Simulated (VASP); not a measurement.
# GeSbTe3 (R3m) in VASP: electric field gradients with PBEsol

Aim: the electric field gradients of GeSbTe3 with PBEsol.

Program: VASP 6.6.1. These are calculated values, not measurements. Logs are shortened: lines on timing, memory, paths and dates and some standing lists are left out, and cuts for length are marked.

## 1. The cell of the first run

The structure is trigonal, space group R3m (No. 160). The conventional cell has a = 4.111 Å, b = 4.111 Å, c = 29.603 Å, α = 90.00°, β = 90.00°, γ = 120.00°. Within 3.7 Å of Ge (site symmetry 3m) lie 6 Te at 2.81 to 3.05 Å. Within 3.9 Å of Sb (site symmetry 3m) lie 6 Te at 2.99 to 3.08 Å. Within 4.2 Å of Te (site symmetry 3m) lie 3 Ge at 3.05 Å and 3 Sb at 3.08 Å and 9 Te at 4.11 to 4.17 Å. Within 3.9 Å of Te (site symmetry 3m) lie 3 Sb at 2.99 Å and 3 Te at 3.56 Å. Te (site symmetry 3m) has 3 Ge at 2.81 Å and 3 Te at 3.56 Å within 3.7 Å.

## 2. Electric field gradients, PBEsol

Input file INCAR:

```
SYSTEM = GeSbTe3
ALGO = Normal ; EDIFF = 1E-8
ENCUT = 520 ; GGA = PS
ISIF = 2 ; ISMEAR = -1
LASPH = .True. ; LCHARG = .False.
LEFG = .True. ; LREAL = .False.
LWAVE = .False. ; NBANDS = 26
NELM = 80 ; PREC = Accurate
SIGMA = 0.15
```

Input file KPOINTS:

```
k-points
0
Gamma
  12 12 12
  0 0 0
```

Input file POSCAR:

```
GeSbTe3
1.0
    2.0555481374      1.1867712704      9.8678111213
   -2.0555481374      1.1867712704      9.8678111213
    0.0000000000     -2.3735425409      9.8678111213
Ge Sb Te
1 1 3
Direct
    0.5991947678      0.5991947678      0.5991947678
    0.3969006867      0.3969006867      0.3969006867
    0.9973817388      0.9973817388      0.9973817388
    0.7917110834      0.7917110834      0.7917110834
    0.2148127233      0.2148127233      0.2148127233
```

Potentials or basis: VASP PAW PBE potentials, release 64 (Ge_d, Sb, Te).

The run is started by

```bash
cat potpaw_PBE.64/Ge_d/POTCAR potpaw_PBE.64/Sb/POTCAR potpaw_PBE.64/Te/POTCAR > POTCAR
mpirun -np 1 vasp_std > vasp.out
```

OUTCAR:

```text
SYSTEM = GeSbTe3
   EDIFF = 1E-8
   ENCUT = 520
   GGA = PS
   ISIF = 2
   ISMEAR = -1
   LASPH = .True.
   LREAL = .False.
   NELM = 80
   PREC = Accurate

 ion  position               nearest neighbor table
   1  0.599  0.599  0.599-   5 2.81   5 2.81   5 2.81   3 3.05   3 3.05   3 3.05
   2  0.397  0.397  0.397-   4 2.99   4 2.99   4 2.99   3 3.08   3 3.08   3 3.08
   3  0.997  0.997  0.997-   1 3.05   1 3.05   1 3.05   2 3.08   2 3.08   2 3.08
   4  0.792  0.792  0.792-   2 2.99   2 2.99   2 2.99   5 3.56   5 3.56   5 3.56
   5  0.215  0.215  0.215-   1 2.81   1 2.81   1 2.81   4 3.56   4 3.56   4 3.56

  LATTYP: Found a trigonal (rhomboedric) cell.
 ALAT       =    10.1492561559
 COS(alpha) =     0.9179616586

  Lattice vectors:

 A1 = (   2.0555481374,   1.1867712704,   9.8678111213)
 A2 = (  -2.0555481374,   1.1867712704,   9.8678111213)
 A3 = (   0.0000000000,  -2.3735425409,   9.8678111213)

Analysis of symmetry for initial positions (statically):
=====================================================================
 Subroutine PRICEL returns:
 Original cell was already a primitive cell.

 Routine SETGRP: Setting up the symmetry group for a
 trigonal (rhombohedral) supercell.

 Subroutine GETGRP returns: Found  6 space group operations
 (whereof  6 operations were pure point group operations)
 out of a pool of 12 trial point group operations.

The static configuration has the point symmetry C_3v.

Analysis of symmetry for dynamics (positions and initial velocities):
=====================================================================
 Subroutine PRICEL returns:
 Original cell was already a primitive cell.

 Routine SETGRP: Setting up the symmetry group for a
 trigonal (rhombohedral) supercell.

 Subroutine GETGRP returns: Found  6 space group operations
 (whereof  6 operations were pure point group operations)
 out of a pool of 12 trial point group operations.

The dynamic configuration has the point symmetry C_3v.

 Subroutine INISYM returns: Found  6 space group operations
 (whereof  6 operations are pure point group operations),
 and found     1 'primitive' translations

----------------------------------------------------------------------------------------

                                     Primitive cell

  volume of cell :     144.4331

  direct lattice vectors                    reciprocal lattice vectors
     2.055548137  1.186771270  9.867811121     0.243244121  0.140437059  0.033779866
    -2.055548137  1.186771270  9.867811121    -0.243244121  0.140437059  0.033779866
     0.000000000 -2.373542541  9.867811121     0.000000000 -0.280874118  0.033779866

  length of vectors
    10.149256156 10.149256156 10.149256156     0.282898125  0.282898125  0.282898125

  position of ions in fractional coordinates (direct lattice)
     0.599194768  0.599194768  0.599194768
     0.396900687  0.396900687  0.396900687
     0.997381739  0.997381739  0.997381739
     0.791711083  0.791711083  0.791711083
     0.214812723  0.214812723  0.214812723

  ion indices of the primitive-cell ions
   primitive index   ion index
                 1           1
                 2           2
                 3           3
                 4           4
                 5           5

----------------------------------------------------------------------------------------

 KPOINTS: k-points

Automatic generation of k-mesh.
 Grid dimensions read from file:
 generate k-points for:   12   12   12

 Generating k-lattice:

  Cartesian coordinates                     Fractional coordinates (reciprocal lattice)
     0.020270343  0.011703088  0.002814989     0.083333333  0.000000000  0.000000000
    -0.020270343  0.011703088  0.002814989     0.000000000  0.083333333  0.000000000
[... 49 lines left out ...]
   PREC   = accura    normal or accurate (medium, high low for compatibility)
   ISTART =      0    job   : 0-new  1-cont  2-samecut
   ICHARG =      2    charge: 1-file 2-atom 10-const
   ISPIN  =      1    spin polarized calculation?
   LNONCOLLINEAR =      F non collinear calculations
   LSORBIT =      F    spin-orbit coupling
   LASPH  =      T    aspherical Exc in radial PAW
   ENCUT  =  520.0 eV  38.22 Ry    6.18 a.u.  18.87 18.87 18.87*2*pi/ulx,y,z
   NELM   =     80;   NELMIN=  2; NELMDL= -5     # of ELM steps
   EDIFF  = 0.1E-07   stopping-criterion for ELM
   LREAL  =      F    real-space projection
   EDIFFG = 0.1E-06   stopping-criterion for IOM
   NSW    =      0    number of steps for IOM
   IBRION =     -1    ionic relax: 0-MD 1-quasi-New 2-CG
   NFREE  =      0    steps in history (QN), initial steepest desc. (CG)
   ISIF   =      2    stress and relaxation
   ISYM   =      2    0-nonsym 1-usesym 2-fastsym
   POTIM  = 0.5000    time-step for ionic-motion
   TEBEG  =    0.0;   TEEND  =   0.0 temperature during run
   PSTRESS=    0.0 pullay stress
   NELECT =      37.0000    total number of electrons
   NUPDOWN=      -1.0000    fix difference up-down
   EMIN   =  10.00;   EMAX   =-10.00  energy-range for DOS
   EFERMI =   0.00;   METHOD = LEGACY
   ISMEAR =    -1;   SIGMA  =   0.15  broadening in eV -4-tet -1-fermi 0-gaus
   EFERMI_NEDOS =   21; number of points for ismear=-14 and -15
   IALGO  =     38    algorithm
   IMIX   =      4    mixing-type and parameters
     AMIX     =   0.40;   BMIX     =  1.00
     AMIX_MAG =   1.60;   BMIX_MAG =  1.00
  volume/ion in A,a.u.               =      28.89       194.94
  Fermi-wavevector in a.u.,A,eV,Ry     =   1.039728  1.964801 14.708370  1.081035
  Thomas-Fermi vector in A             =   2.174272
   LORBIT       =      0    0 simple, 1 ext, 2 COOP (PROOUT), +10 PAW based schemes
   GGA     = PS    functional components
   LHFCALC =     F    Hartree Fock is set to
   AEXX    =    0.0000 exact exchange contribution
   IVDW    =     0    specifies the selected vdW correction
   LEPSILON=     F    determine dielectric tensor
   LRPA    =     F    only Hartree local field effects (RPA)
 non-spin polarized calculation
  energy-cutoff  :      520.00
  volume of cell :      144.43
 maximum number of plane-waves:      3931
 NGX is ok and might be reduce to    80
   NGX = 37   NGY = 37   NGZ = 37

 number of electron      36.9999998 magnetization

 Free energy of the ion-electron system (eV)
  ---------------------------------------------------
  ext. energy  EPLUGINS =         0.00000000
  ---------------------------------------------------
  free energy    TOTEN  =       -20.54669304 eV

  energy without entropy =      -20.36747718  energy(sigma->0) =      -20.45708511

 E-fermi :   6.4056     XC(G=0):  -9.8122

 val. band max:        6.3982272986   @ k =  -0.4167   0.0833   0.0833
 cond. band min:       6.4159233591   @ k =   0.5000   0.5000   0.2500
 fundamental gap:      0.0176960606
 Fermi energy:         6.4056347052

 k-point     1 :       0.0000    0.0000    0.0000
  band No.  band energies     occupation
      1     -18.1146      2.00000
      2     -18.1146      2.00000
      3     -18.1099      2.00000
      4     -18.1020      2.00000
      5     -18.1020      2.00000
      6      -6.8368      2.00000
[... 685 lines left out ...]
     25      10.6145      0.00000
     26      11.0393      0.00000

 [... further k-points ...]

------------------------ aborting loop because EDIFF is reached ----------------------------------------

  FORCE on cell =-STRESS in cart. coord.  units (eV):
  Direction    XX          YY          ZZ          XY          YZ          ZX
  --------------------------------------------------------------------------------------
  -------------------------------------------------------------------------------------
  Total        0.0570238      0.0570238      0.0890645      0.0000000     -0.0000000      0.0000000
  in kB        0.6325574      0.6325574      0.9879812      0.0000000     -0.0000000      0.0000000
  external PRESSURE =       0.7510320 kB  Pullay stress =       0.0000000 kB

 VOLUME and BASIS-vectors are now :
 -----------------------------------------------------------------------------
  energy-cutoff  :      520.00
  volume of cell :      144.43
      direct lattice vectors                 reciprocal lattice vectors
     2.055548137  1.186771270  9.867811121     0.243244121  0.140437059  0.033779866
    -2.055548137  1.186771270  9.867811121    -0.243244121  0.140437059  0.033779866
     0.000000000 -2.373542541  9.867811121     0.000000000 -0.280874118  0.033779866

 POSITION                                       TOTAL-FORCE (eV/Angst)
 -----------------------------------------------------------------------------------
      0.00000     -0.00000     17.73822         0.000000     -0.000000      0.012530
      0.00000     -0.00000     11.74962         0.000000      0.000000     -0.019379
      0.00000     -0.00000     29.52592         0.000000      0.000000     -0.003591
      0.00000     -0.00000     23.43737         0.000000     -0.000000      0.029943
      0.00000     -0.00000      6.35919         0.000000      0.000000     -0.019503
 -----------------------------------------------------------------------------------
    total drift:                               -0.000000      0.000000      0.000230

  FREE ENERGIE OF THE ION-ELECTRON SYSTEM (eV)
  ---------------------------------------------------
  free  energy   TOTEN  =       -20.5466930413 eV

  energy  without entropy=      -20.3674771776  energy(sigma->0) =      -20.45708511

 Electric field gradients (V/A^2)
---------------------------------------------------------------------
 ion       V_xx      V_yy      V_zz      V_xy      V_xz      V_yz
---------------------------------------------------------------------
   1      -4.935    -4.935     9.870     0.000    -0.000     0.000
   2     -22.216   -22.216    44.432    -0.000    -0.000     0.000
   3     -44.685   -44.685    89.371    -0.000     0.000     0.000
   4     -49.453   -49.453    98.906     0.000    -0.000     0.000
   5     -12.969   -12.969    25.939     0.000     0.000     0.000
---------------------------------------------------------------------

 Electric field gradients after diagonalization (V/A^2)
 (convention: |V_zz| > |V_xx| > |V_yy|)
----------------------------------------------------------------------
 ion       V_xx      V_yy      V_zz     asymmetry (V_yy - V_xx)/ V_zz
----------------------------------------------------------------------
   1      -4.935    -4.935     9.870       0.000
   2     -22.216   -22.216    44.432       0.000
   3     -44.685   -44.685    89.371       0.000
   4     -49.453   -49.453    98.906       0.000
   5     -12.969   -12.969    25.939       0.000
----------------------------------------------------------------------

           NMR quadrupolar parameters

 Cq : quadrupolar parameter    Cq=e*Q*V_zz/h
 eta: asymmetry parameters     (V_yy - V_xx)/ V_zz
 Q  : nuclear electric quadrupole moment in mb (millibarn)
----------------------------------------------------------------------
 ion       Cq(MHz)       eta       Q (mb)
----------------------------------------------------------------------
   1       0.024       0.000       1.000
   2       0.107       0.000       1.000
   3       0.216       0.000       1.000
   4       0.239       0.000       1.000
   5       0.063       0.000       1.000
----------------------------------------------------------------------
```

Run time: 1.7 h. Hardware: 1 thread of Intel Xeon Platinum 8259CL at 2.50GHz (Skylake/Cascade Lake), shared host; peak memory 1.4 GiB.

Results:

```yaml
Free_energy: -20.5467 eV
Pressure: 0.1 GPa
Largest_force: 0.030 eV/Å
Band_gap_on_the_k_mesh: zero (an odd number of electrons rules out a gap without spin polarisation)
Largest_electric_field_gradient_by_atom: Ge +9.9; Sb +44.4; Te +89.4, +98.9, +25.9 V/Å²
```

Forces in eV/Å, atoms in the order of the input:
```
Ge   0.000  0.000  0.013
Sb   0.000  0.000 -0.019
Te   0.000  0.000 -0.004
Te   0.000  0.000  0.030
Te   0.000  0.000 -0.020
```

Levels at points of the mesh, in eV from the Fermi level:
| k point | band 17 | band 18 | band 19 | band 20 | band 21 | band 22 |
| --- | --- | --- | --- | --- | --- | --- |
| (0.00, 0.00, 0.00) | -0.56 | -0.56 | 0.82 | 1.13 | 1.13 | 1.30 |
| (0.50, 0.00, 0.00) | -2.40 | -0.74 | 0.09 | 1.15 | 1.50 | 3.01 |
| (0.50, 0.50, 0.00) | -1.42 | -1.39 | -0.65 | 1.06 | 1.83 | 2.41 |
| (0.50, 0.50, 0.50) | -0.81 | -0.38 | 0.41 | 1.51 | 1.51 | 1.61 |

Electric field gradients, principal values (V/Å²):
| atom | least | middle | greatest (by size) |
| --- | --- | --- | --- |
| 1 Ge | -4.935 | -4.935 | 9.870 |
| 2 Sb | -22.216 | -22.216 | 44.432 |
| 3 Te | -44.685 | -44.685 | 89.371 |
| 4 Te | -49.453 | -49.453 | 98.906 |
| 5 Te | -12.969 | -12.969 | 25.939 |

Caveat: without QUAD_EFG the Cq values of the log hold for a quadrupole moment of 1 mb, not for the nuclei; the PAW data sets were made with another functional, which shifts forces and pressure a little; spin-orbit coupling is left out, which moves the levels of the heavy elements; an odd number of electrons without spin polarisation forces a metal; a magnetic or distorted state may lie lower.
